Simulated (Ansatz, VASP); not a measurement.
## NaCl in VASP and in Ansatz

```xyz
2
Lattice="0.0000 2.8100 2.8100 2.8100 0.0000 2.8100 2.8100 2.8100 0.0000" Properties=species:S:1:pos:R:3 pbc="T T T"
Na    0.0000    0.0000    0.0000
Cl    2.8100    2.8100    2.8100
```

Alike in both runs: task relaxation of cell and atoms; functional PBE; k mesh 8 × 8 × 8; occupations gaussian, width 0.02 eV; no spin polarisation.

|  | VASP | Ansatz |
| --- | --- | --- |
| version | VASP 6.6.1 | Ansatz 0.2.0 |
| potentials or method | VASP PAW PBE potentials, release 64 (Na_pv, Cl), cutoff 600 eV | scalar-relativistic, plane waves, PAW |
| valence electrons in the cell | 14 | 16 |

|  | VASP | Ansatz | Ansatz less VASP |
| --- | --- | --- | --- |
| gap on the k mesh at the Fermi level, each at its own relaxed structure (eV) | 5.00 | 5.00 | 0.000 |
| relaxed volume (Å³/atom) | 23.10 | 23.10 | -0.003 |
| relaxed cell length with the largest relative difference (Å) | 4.028 | 4.028 | -0.0002 |

VASP's potentials hold 14 valence electrons a cell and Ansatz's 16, so a difference there can come from the potentials and not from the codes.
